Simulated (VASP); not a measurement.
# Sb (Pm-3m) in VASP: a series of runs

The runs below take Sb through single point, with PBEsol.

Program: VASP 6.6.1. These are calculated values, not measurements. Logs are shortened: lines on timing, memory, paths and dates and some standing lists are left out, and cuts for length are marked.

**1. The cell of the first run**

Symmetry: Pm-3m, No. 221, cubic system. The conventional cell has a = 3.051 Å, b = 3.051 Å, c = 3.051 Å, α = 90.00°, β = 90.00°, γ = 90.00°. Sb (site symmetry m-3m) has 6 Sb at 3.05 Å within 4.0 Å.

**2. Single point, PBEsol (strained)**

File INCAR:

```
ALGO = Normal ; EDIFF = 1E-6
ENCUT = 520 ; GGA = PS
ISIF = 2 ; ISMEAR = 0
LASPH = T ; LCHARG = T
LELF = T ; LREAL = F
LVHAR = T ; LWAVE = F
NBANDS = 8 ; NELM = 80
PREC = Accurate ; SIGMA = 0.1
```

File KPOINTS:

```
k-points
0
Gamma
  14 14 14
```

File POSCAR:

```
Sb
1.0
    3.0507904000      0.0000000000      0.0000000000
    0.0000000000      3.0507904000      0.0000000000
    0.0000000000      0.0000000000      3.0507904000
Sb
1
Direct
    0.0000000000      0.0000000000      0.0000000000
```

Potentials or basis: VASP PAW PBE potentials, release 64 (Sb).

Started as:

```sh
cat potpaw_PBE.64/Sb/POTCAR > POTCAR
mpirun -np 1 vasp_std > vasp.out
```

OUTCAR:

```text
EDIFF = 1E-6
   ENCUT = 520
   GGA = PS
   ISIF = 2
   ISMEAR = 0
   LASPH = T
   LREAL = F
   NELM = 80
   PREC = Accurate

 ion  position               nearest neighbor table
   1  0.000  0.000  0.000-

  LATTYP: Found a simple cubic cell.
 ALAT       =     3.0507904000

  Lattice vectors:

 A1 = (   3.0507904000,   0.0000000000,   0.0000000000)
 A2 = (   0.0000000000,   3.0507904000,   0.0000000000)
 A3 = (   0.0000000000,   0.0000000000,   3.0507904000)

Analysis of symmetry for initial positions (statically):
=====================================================================
 Subroutine PRICEL returns:
 Original cell was already a primitive cell.

 Routine SETGRP: Setting up the symmetry group for a
 simple cubic supercell.

 Subroutine GETGRP returns: Found 48 space group operations
 (whereof 48 operations were pure point group operations)
 out of a pool of 48 trial point group operations.

The static configuration has the point symmetry O_h .

Analysis of symmetry for dynamics (positions and initial velocities):
=====================================================================
 Subroutine PRICEL returns:
 Original cell was already a primitive cell.

 Routine SETGRP: Setting up the symmetry group for a
 simple cubic supercell.

 Subroutine GETGRP returns: Found 48 space group operations
 (whereof 48 operations were pure point group operations)
 out of a pool of 48 trial point group operations.

The dynamic configuration has the point symmetry O_h .

 Subroutine INISYM returns: Found 48 space group operations
 (whereof 48 operations are pure point group operations),
 and found     1 'primitive' translations

----------------------------------------------------------------------------------------

                                     Primitive cell

  volume of cell :      28.3947

  direct lattice vectors                    reciprocal lattice vectors
     3.050790400  0.000000000  0.000000000     0.327783908  0.000000000  0.000000000
     0.000000000  3.050790400  0.000000000     0.000000000  0.327783908  0.000000000
     0.000000000  0.000000000  3.050790400     0.000000000  0.000000000  0.327783908

  length of vectors
     3.050790400  3.050790400  3.050790400     0.327783908  0.327783908  0.327783908

  position of ions in fractional coordinates (direct lattice)
     0.000000000  0.000000000  0.000000000

  ion indices of the primitive-cell ions
   primitive index   ion index
                 1           1

----------------------------------------------------------------------------------------

 KPOINTS: k-points

Automatic generation of k-mesh.
 Grid dimensions read from file:
 generate k-points for:   14   14   14

 Generating k-lattice:

  Cartesian coordinates                     Fractional coordinates (reciprocal lattice)
     0.023413136  0.000000000  0.000000000     0.071428571  0.000000000  0.000000000
     0.000000000  0.023413136  0.000000000     0.000000000  0.071428571  0.000000000
     0.000000000  0.000000000  0.023413136     0.000000000  0.000000000  0.071428571

  Length of vectors
     0.023413136  0.023413136  0.023413136

  Shift w.r.t. Gamma in fractional coordinates (k-lattice)
     0.000000000  0.000000000  0.000000000

 Subroutine IBZKPT returns following result:
 ===========================================

 Found    120 irreducible k-points:

 Following reciprocal coordinates:
            Coordinates               Weight
  0.000000  0.000000  0.000000      1.000000
  0.071429  0.000000  0.000000      6.000000
  0.142857  0.000000  0.000000      6.000000
  0.214286  0.000000  0.000000      6.000000
  0.285714  0.000000  0.000000      6.000000
  0.357143  0.000000  0.000000      6.000000
[... 16 lines left out ...]
  0.285714  0.214286  0.000000     24.000000
  0.357143  0.214286  0.000000     24.000000
 [... further k-points ...]
   k-points           NKPTS =    120   k-points in BZ     NKDIM =    120   number of bands    NBANDS=      8
   number of dos      NEDOS =    301   number of ions     NIONS =      1
   total plane-waves  NPLWV =  13824
   dimension x,y,z NGX =    24 NGY =   24 NGZ =   24
   dimension x,y,z NGXF=    48 NGYF=   48 NGZF=   48
   ions per type =               1
   NGX,Y,Z   is equivalent  to a cutoff of  13.08, 13.08, 13.08 a.u.
   NGXF,Y,Z  is equivalent  to a cutoff of  26.16, 26.16, 26.16 a.u.
 SYSTEM =  unknown system
   PREC   = accura    normal or accurate (medium, high low for compatibility)
   ISTART =      0    job   : 0-new  1-cont  2-samecut
   ICHARG =      2    charge: 1-file 2-atom 10-const
   ISPIN  =      1    spin polarized calculation?
   LNONCOLLINEAR =      F non collinear calculations
   LSORBIT =      F    spin-orbit coupling
   LASPH  =      T    aspherical Exc in radial PAW
   ENCUT  =  520.0 eV  38.22 Ry    6.18 a.u.   5.67  5.67  5.67*2*pi/ulx,y,z
   NELM   =     80;   NELMIN=  2; NELMDL= -5     # of ELM steps
   EDIFF  = 0.1E-05   stopping-criterion for ELM
   LREAL  =      F    real-space projection
   EDIFFG = 0.1E-04   stopping-criterion for IOM
   NSW    =      0    number of steps for IOM
   IBRION =     -1    ionic relax: 0-MD 1-quasi-New 2-CG
   NFREE  =      0    steps in history (QN), initial steepest desc. (CG)
   ISIF   =      2    stress and relaxation
   ISYM   =      2    0-nonsym 1-usesym 2-fastsym
   POTIM  = 0.5000    time-step for ionic-motion
   TEBEG  =    0.0;   TEEND  =   0.0 temperature during run
   PSTRESS=    0.0 pullay stress
   NELECT =       5.0000    total number of electrons
   NUPDOWN=      -1.0000    fix difference up-down
   EMIN   =  10.00;   EMAX   =-10.00  energy-range for DOS
   EFERMI =   0.00;   METHOD = LEGACY
   ISMEAR =     0;   SIGMA  =   0.10  broadening in eV -4-tet -1-fermi 0-gaus
   EFERMI_NEDOS =   21; number of points for ismear=-14 and -15
   IALGO  =     38    algorithm
   IMIX   =      4    mixing-type and parameters
     AMIX     =   0.40;   BMIX     =  1.00
     AMIX_MAG =   1.60;   BMIX_MAG =  1.00
  volume/ion in A,a.u.               =      28.39       191.62
  Fermi-wavevector in a.u.,A,eV,Ry     =   0.917598  1.734009 11.455916  0.841986
  Thomas-Fermi vector in A             =   2.042585
   LORBIT       =      0    0 simple, 1 ext, 2 COOP (PROOUT), +10 PAW based schemes
   GGA     = PS    functional components
   LHFCALC =     F    Hartree Fock is set to
   AEXX    =    0.0000 exact exchange contribution
   IVDW    =     0    specifies the selected vdW correction
   LEPSILON=     F    determine dielectric tensor
   LRPA    =     F    only Hartree local field effects (RPA)
 non-spin polarized calculation
 Gauss-broadening in eV      SIGMA  =   0.10
  energy-cutoff  :      520.00
  volume of cell :       28.39
 maximum number of plane-waves:       784
 NGX is ok and might be reduce to    24
   NGX = 11   NGY = 11   NGZ = 11

 number of electron       4.9999999 magnetization

 Free energy of the ion-electron system (eV)
  ---------------------------------------------------
  ext. energy  EPLUGINS =         0.00000000
  ---------------------------------------------------
  free energy    TOTEN  =        -4.53646077 eV

  energy without entropy =       -4.53275094  energy(sigma->0) =       -4.53460585

 E-fermi :   7.5675     XC(G=0):  -9.9619

 val. band max:        7.5500722249   @ k =   0.2857   0.2143   0.0000
 cond. band min:       7.6113562596   @ k =   0.5000   0.2857   0.2143
 fundamental gap:      0.0612840347
 Fermi energy:         7.5675466549

 k-point     1 :       0.0000    0.0000    0.0000
  band No.  band energies     occupation
      1      -5.1697      2.00000
      2      11.0076      0.00000
      3      11.0076      0.00000
      4      11.0076      0.00000
      5      14.6236      0.00000
      6      14.6236      0.00000
      7      16.0643      0.00000
      8      25.6346      0.00000

 k-point     2 :       0.0714    0.0000    0.0000
  band No.  band energies     occupation
      1      -5.0917      2.00000
      2      10.0031      0.00000
      3      11.0858      0.00000
      4      11.0858      0.00000
      5      14.6839      0.00000
      6      15.2341      0.00000
      7      16.6197      0.00000
      8      24.9234      0.00000

 k-point     3 :       0.1429    0.0000    0.0000
  band No.  band energies     occupation
      1      -4.8596      2.00000
      2       8.2069      0.00000
      3      11.3148      0.00000
      4      11.3148      0.00000
      5      14.8642      0.00000
      6      15.6998      0.00000
      7      18.4220      0.00000
      8      23.7128      0.00000

 k-point     4 :       0.2143    0.0000    0.0000
  band No.  band energies     occupation
      1      -4.4802      2.00000
      2       6.3717      2.00000
      3      11.6764      0.00000
      4      11.6764      0.00000
      5      15.1615      0.00000
      6      16.0790      0.00000
      7      20.5931      0.00000
      8      22.4530      0.00000

 k-point     5 :       0.2857    0.0000    0.0000
  band No.  band energies     occupation
      1      -3.9711      2.00000
      2       4.6720      2.00000
      3      12.1342      0.00000
      4      12.1342      0.00000
      5      15.5681      0.00000
      6      16.5499      0.00000
      7      21.2613      0.00000
      8      21.2613      0.00000
[... 177 lines left out ...]
 k-point    22 :       0.2143    0.2143    0.0000
  band No.  band energies     occupation
      1      -3.7895      2.00000
      2       6.8165      2.00000
      3       7.2731      1.99997
      4      12.3511      0.00000
      5      16.0750      0.00000
      6      17.5576      0.00000
      7      20.6148      0.00000
      8      21.7552      0.00000

 k-point    23 :       0.2857    0.2143    0.0000
  band No.  band energies     occupation
      1      -3.2788      2.00000
      2       5.3148      2.00000
      3       7.5501      1.19519
      4      12.8135      0.00000
      5      15.7901      0.00000
      6      16.8750      0.00000
      7      21.2815      0.00000
      8      21.7516      0.00000

 k-point    24 :       0.3571    0.2143    0.0000
  band No.  band energies     occupation
      1      -2.6817      2.00000
      2       3.8548      2.00000
      3       8.0717      0.00000
      4      13.3068      0.00000
      5      14.6903      0.00000
      6      17.3037      0.00000
      7      20.7394      0.00000
      8      20.8675      0.00000

 [... further k-points ...]

------------------------ aborting loop because EDIFF is reached ----------------------------------------

  FORCE on cell =-STRESS in cart. coord.  units (eV):
  Direction    XX          YY          ZZ          XY          YZ          ZX
  --------------------------------------------------------------------------------------
  -------------------------------------------------------------------------------------
  Total        0.1399512      0.1399512      0.1399512      0.0000000      0.0000000     -0.0000000
  in kB        7.8967827      7.8967827      7.8967827      0.0000000      0.0000000     -0.0000000
  external PRESSURE =       7.8967827 kB  Pullay stress =       0.0000000 kB

 VOLUME and BASIS-vectors are now :
 -----------------------------------------------------------------------------
  energy-cutoff  :      520.00
  volume of cell :       28.39
      direct lattice vectors                 reciprocal lattice vectors
     3.050790400  0.000000000  0.000000000     0.327783908  0.000000000  0.000000000
     0.000000000  3.050790400  0.000000000     0.000000000  0.327783908  0.000000000
     0.000000000  0.000000000  3.050790400     0.000000000  0.000000000  0.327783908

 POSITION                                       TOTAL-FORCE (eV/Angst)
 -----------------------------------------------------------------------------------
      0.00000      0.00000      0.00000         0.000000      0.000000      0.000000
 -----------------------------------------------------------------------------------
    total drift:                               -0.000000      0.000000      0.000000

  FREE ENERGIE OF THE ION-ELECTRON SYSTEM (eV)
  ---------------------------------------------------
  free  energy   TOTEN  =        -4.5364607672 eV

  energy  without entropy=       -4.5327509422  energy(sigma->0) =       -4.53460585
```

Run time: 5.4 s. Hardware: 1 thread of Intel Xeon 6975P-C (Granite Rapids), shared host; peak memory 0.15 GiB.

What came out:

| Quantity | Value |
| --- | --- |
| Free energy | -4.5365 eV |
| Pressure | 0.8 GPa |

Caveat: the cell differs from its parent crystal (strained); the PAW data sets were made with another functional, which shifts forces and pressure a little; spin-orbit coupling is left out, which moves the levels of the heavy elements.

**3. Single point, PBEsol (strained)**

File INCAR:

```
ALGO = Normal ; EDIFF = 1E-6
ENCUT = 520 ; GGA = PS
ISIF = 2 ; ISMEAR = 0
LASPH = T ; LCHARG = F
LREAL = F ; LWAVE = F
NBANDS = 8 ; NELM = 100
PREC = Accurate ; SIGMA = 0.1
```

KPOINTS is that of step 2.

File POSCAR:

```
Sb
1.0
    3.1474232000      0.0000000000      0.0000000000
    0.0000000000      3.1474232000      0.0000000000
    0.0000000000      0.0000000000      3.1474232000
Sb
1
Direct
    0.0000000000      0.0000000000      0.0000000000
```

Potentials or basis: VASP PAW PBE potentials, release 64 (Sb).

Started as:

```sh
cat potpaw_PBE.64/Sb/POTCAR > POTCAR
mpirun -np 1 vasp_std > vasp.out
```

Run time: 5.6 s. Hardware: 1 thread of Intel Xeon 6975P-C (Granite Rapids), shared host; peak memory 0.15 GiB.

The run converged. Its results:

```yaml
Free_energy: -4.5033 eV
Pressure: -4.2 GPa
```

Levels at points of the mesh, in eV from the Fermi level:
```
           k point  band 1  band 2  band 3  band 4  band 5
(0.00, 0.00, 0.00)  -12.00    3.22    3.22    3.22    6.98
(0.50, 0.00, 0.00)   -9.73   -5.23    5.09    5.09    9.01
(0.50, 0.50, 0.00)   -7.35   -3.27   -3.27    2.35    6.96
(0.50, 0.50, 0.50)   -4.73   -1.45   -1.45   -1.45    4.94
```

Caveat: the cell differs from its parent crystal (strained); the PAW data sets were made with another functional, which shifts forces and pressure a little; spin-orbit coupling is left out, which moves the levels of the heavy elements.

**4. Single point, PBEsol (strained)**

File INCAR:

```
SYSTEM = Sb
PREC = Accurate
ENCUT = 520
EDIFF = 1E-6
ISMEAR = 0
SIGMA = 0.1
LREAL = .FALSE.
LASPH = .TRUE.
NELM = 60
ALGO = Normal
ISIF = 2
LWAVE = .FALSE.
LCHARG = .FALSE.
GGA = PS
NBANDS = 8
```

File KPOINTS:

```
Automatic mesh
0
G
  14 14 14
  0 0 0
```

File POSCAR:

```
Sb
1.0
    3.1332664000      0.0000000000      0.0000000000
    0.0000000000      3.1332664000      0.0000000000
    0.0000000000      0.0000000000      3.1332664000
Sb
1
Direct
    0.0000000000      0.0000000000      0.0000000000
```

Potentials or basis: VASP PAW PBE potentials, release 64 (Sb).

Started as:

```sh
cat potpaw_PBE.64/Sb/POTCAR > POTCAR
mpirun -np 1 vasp_std > vasp.out
```

OUTCAR:

```text
SYSTEM = Sb
   PREC = Accurate
   ENCUT = 520
   EDIFF = 1E-6
   ISMEAR = 0
   LREAL = .FALSE.
   LASPH = .TRUE.
   NELM = 60
   ISIF = 2
   GGA = PS

 ion  position               nearest neighbor table
   1  0.000  0.000  0.000-

  LATTYP: Found a simple cubic cell.
 ALAT       =     3.1332664000

  Lattice vectors:

 A1 = (   3.1332664000,   0.0000000000,   0.0000000000)
 A2 = (   0.0000000000,   3.1332664000,   0.0000000000)
 A3 = (   0.0000000000,   0.0000000000,   3.1332664000)

Analysis of symmetry for initial positions (statically):
=====================================================================
 Subroutine PRICEL returns:
 Original cell was already a primitive cell.

 Routine SETGRP: Setting up the symmetry group for a
 simple cubic supercell.

 Subroutine GETGRP returns: Found 48 space group operations
 (whereof 48 operations were pure point group operations)
 out of a pool of 48 trial point group operations.

The static configuration has the point symmetry O_h .

[... 160 lines left out ...]

 val. band max:        6.5365023041   @ k =   0.2143   0.2143   0.2143
 cond. band min:       6.5385545849   @ k =   0.4286   0.2857   0.2857
 fundamental gap:      0.0020522807
 Fermi energy:         6.5374336647

 k-point     1 :       0.0000    0.0000    0.0000
  band No.  band energies     occupation
      1      -5.5593      2.00000
      2       9.7914      0.00000
      3       9.7914      0.00000
      4       9.7914      0.00000
      5      13.5270      0.00000
      6      13.5270      0.00000
      7      14.5571      0.00000
      8      24.1646      0.00000
[... 243 lines left out ...]
 k-point    24 :       0.3571    0.2143    0.0000
  band No.  band energies     occupation
      1      -3.3044      2.00000
      2       3.1802      2.00000
      3       7.0338      0.00000
      4      11.8261      0.00000
      5      13.6105      0.00000
      6      16.0208      0.00000
      7      19.3746      0.00000
      8      19.5451      0.00000

 [... further k-points ...]

------------------------ aborting loop because EDIFF is reached ----------------------------------------

  FORCE on cell =-STRESS in cart. coord.  units (eV):
  Direction    XX          YY          ZZ          XY          YZ          ZX
  --------------------------------------------------------------------------------------
  -------------------------------------------------------------------------------------
  Total       -0.6888988     -0.6888988     -0.6888988     -0.0000000      0.0000000      0.0000000
  in kB      -35.8817875    -35.8817875    -35.8817875     -0.0000000      0.0000000      0.0000000
  external PRESSURE =     -35.8817875 kB  Pullay stress =       0.0000000 kB

 VOLUME and BASIS-vectors are now :
 -----------------------------------------------------------------------------
  energy-cutoff  :      520.00
  volume of cell :       30.76
      direct lattice vectors                 reciprocal lattice vectors
     3.133266400  0.000000000  0.000000000     0.319155754  0.000000000  0.000000000
     0.000000000  3.133266400  0.000000000     0.000000000  0.319155754  0.000000000
     0.000000000  0.000000000  3.133266400     0.000000000  0.000000000  0.319155754

 POSITION                                       TOTAL-FORCE (eV/Angst)
 -----------------------------------------------------------------------------------
      0.00000      0.00000      0.00000         0.000000      0.000000      0.000000
 -----------------------------------------------------------------------------------
    total drift:                                0.000000      0.000000      0.000000

  FREE ENERGIE OF THE ION-ELECTRON SYSTEM (eV)
  ---------------------------------------------------
  free  energy   TOTEN  =        -4.5134401938 eV

  energy  without entropy=       -4.5096877494  energy(sigma->0) =       -4.51156397
```

Run time: 5.1 s. Hardware: 1 thread of Intel Xeon 6975P-C (Granite Rapids), shared host; peak memory 0.15 GiB.

Results:

```
Free energy : -4.5134 eV
Pressure    : -3.6 GPa
```

Levels at points of the mesh, in eV from the Fermi level:
```tsv
k point	band 1	band 2	band 3	band 4	band 5
(0.00, 0.00, 0.00)	-12.10	3.25	3.25	3.25	6.99
(0.50, 0.00, 0.00)	-9.78	-5.32	5.17	5.17	9.05
(0.50, 0.50, 0.00)	-7.34	-3.33	-3.33	2.30	7.09
(0.50, 0.50, 0.50)	-4.65	-1.48	-1.48	-1.48	4.93
```

Caveat: the cell differs from its parent crystal (strained); the PAW data sets were made with another functional, which shifts forces and pressure a little; spin-orbit coupling is left out, which moves the levels of the heavy elements.

(Continued in part 2 of 2.)
